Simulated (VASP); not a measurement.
Input of a VASP 6.6.1 run:

Contents of INCAR:

```
SYSTEM = P
PREC = Accurate
ENCUT = 520
EDIFF = 1E-6
ISMEAR = 0
SIGMA = 0.05
LREAL = .False.
LASPH = .True.
NELM = 80
ALGO = Normal
ISIF = 2
LWAVE = .False.
LCHARG = .True.
GGA = PE
IVDW = 12
LELF = .True.
LVHAR = .True.
NBANDS = 12
```

Contents of KPOINTS:

```
Automatic mesh
0
Gamma
  16 16 16
  0 0 0
```

File POSCAR:

```
P
1.0
    1.7069301507      0.9854965820      2.8078590549
   -1.7069301507      0.9854965820      2.8078590549
    0.0000000000     -1.9709931640      2.8078590549
P
2
Direct
    0.2393260839      0.2393260839      0.2393260839
    0.7606739161      0.7606739161      0.7606739161
```

Potentials or basis: VASP PAW PBE potentials, release 64 (P).

Launch:

```console
$ cat potpaw_PBE.64/P/POTCAR > POTCAR
$ mpirun -np 1 vasp_std > vasp.out
```

(1) What does it give for the dispersion energy per atom?

(2) Predict the pressure.

(3) Predict the band gap on the k mesh.

Answers

(1) -0.499 eV.

(2) 0.5 GPa.

(3) zero (band 5 reaches 11.25 eV, above the bottom of band 6 at 9.28 eV).

Caveat: pairwise dispersion overbinds metals, which lowers pressure and volume.
